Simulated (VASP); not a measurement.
Write the native input for VASP 6.6.1 that does the following.

```yaml
Task: single point
Functional: PBE
Potentials_or_basis: VASP PAW PBE potentials, release 64 (V_sv)
Cutoff: 520 eV
k_mesh: 24 × 24 × 24
Occupations: gaussian, width 0.15 eV
Spin: no spin polarisation
Dipole_correction: no
Further_INCAR_settings: ALGO = Fast; EDIFF = 1e-07; NBANDS = 12
```

The structure of V lies in POSCAR:

```
V
1.0
    0.0000000000      2.1876177008      1.4219515055
    2.1876177008      0.0000000000      1.4219515055
    2.1876177008      2.1876177008      0.0000000000
V
1
Direct
    0.0000000000      0.0000000000      0.0000000000
```

This cell differs from its parent crystal: ratio of the length along z to the lengths across it x 0.65, volume and fractional coordinates fixed.

These files were run (other wordings do the same):

INCAR

```
SYSTEM = V
  ALGO = Fast
  EDIFF = 1E-7
  ENCUT = 520
  GGA = PE
  ISIF = 2
  ISMEAR = 0
  LASPH = .TRUE.
  LCHARG = .TRUE.
  LELF = .TRUE.
  LREAL = .FALSE.
  LVHAR = .TRUE.
  LWAVE = .FALSE.
  NBANDS = 12
  NELM = 80
  PREC = Accurate
  SIGMA = 0.15
```

KPOINTS

```
k-points
0
G
  24 24 24
  0 0 0
```

Potentials or basis: VASP PAW PBE potentials, release 64 (V_sv).

Command:

```bash
$ cat potpaw_PBE.64/V_sv/POTCAR > POTCAR
$ mpirun -np 1 vasp_std > vasp.out
```

Results of the run:

```
Pressure : -0.9 GPa
```

Run time: 2.4 min on 1 thread of Intel Xeon 6975P-C, on a shared host, peak memory 0.28 GiB.
